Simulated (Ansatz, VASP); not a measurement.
One calculation of HfN, two programs

INCAR

```
SYSTEM = HfN
PREC = Accurate
ENCUT = 520
EDIFF = 1E-8
ISMEAR = -1
SIGMA = 0.05
LREAL = .False.
LASPH = .True.
NELM = 60
ALGO = Normal
ISIF = 2
LWAVE = .False.
LCHARG = .False.
GGA = PE
LEFG = .True.
NBANDS = 14
```

Contents of KPOINTS:

```
regular mesh
0
Gamma
  16 16 16
  0 0 0
```

Contents of POSCAR:

```
HfN
1.0
    0.0000000000      2.2558601243      2.2558601243
    2.2558601243      0.0000000000      2.2558601243
    2.2558601243      2.2558601243      0.0000000000
Hf N
1 1
Direct
    0.0255933421      0.0255933421      0.0255933421
    0.5000000000      0.5000000000      0.5000000000
```

Input for Ansatz:

```yaml
crystal:
  lattice:
    - [0.0, 2.2558601243, 2.2558601243]
    - [2.2558601243, 0.0, 2.2558601243]
    - [2.2558601243, 2.2558601243, 0.0]
  atoms:
    - { symbol: Hf, position: [0.0255933421, 0.0255933421, 0.0255933421] }
    - { symbol: "N", position: [0.5, 0.5, 0.5] }
kpoints:
  mp_grid: { grid: [16, 16, 16] }
scf:
  occupations: { method: fermi_dirac, width: 0.05 }
hamiltonian:
  xc: pbe
  pseudopotentials: { kind: paw }
output:
  forces: true
  stress: true
  eigenvalues: true
  efg: { contact_densities: true }
```

Alike in both runs: task electric field gradients; functional PBE; k mesh 16 × 16 × 16; occupations fermi-dirac, width 0.05 eV; no spin polarisation.

|  | VASP | Ansatz |
| --- | --- | --- |
| version | VASP 6.6.1 | Ansatz 0.2.0 |
| potentials or method | VASP PAW PBE potentials, release 64 (Hf_pv, N) | PAW with Ansatz's default frozen-core files, scalar-relativistic |
| plane-wave cutoff (eV) | 520 | 420 |
| valence electrons in the cell | 15 | 31 |

Ansatz gave:

- pressure (GPa): 11.8
- traceless stress, the component that is largest in VASP (GPa): -0.64
- rms of the force components (eV/Å): 1.355
- size of Vzz on the site where it differs most (V/Å²): 44.0

Problem. Estimate VASP's values.

Solution. Pressure (GPa): 9.6; traceless stress, the component that is largest in VASP (GPa): -0.61; rms of the force components (eV/Å): 1.357; size of Vzz on the site where it differs most (V/Å²): 36.0.

Atom by atom the forces differ by 0.003 eV/Å (rms over components). VASP's potentials hold 15 valence electrons a cell and Ansatz's 31, so a difference there can come from the potentials and not from the codes.

Spin-orbit coupling is off throughout.
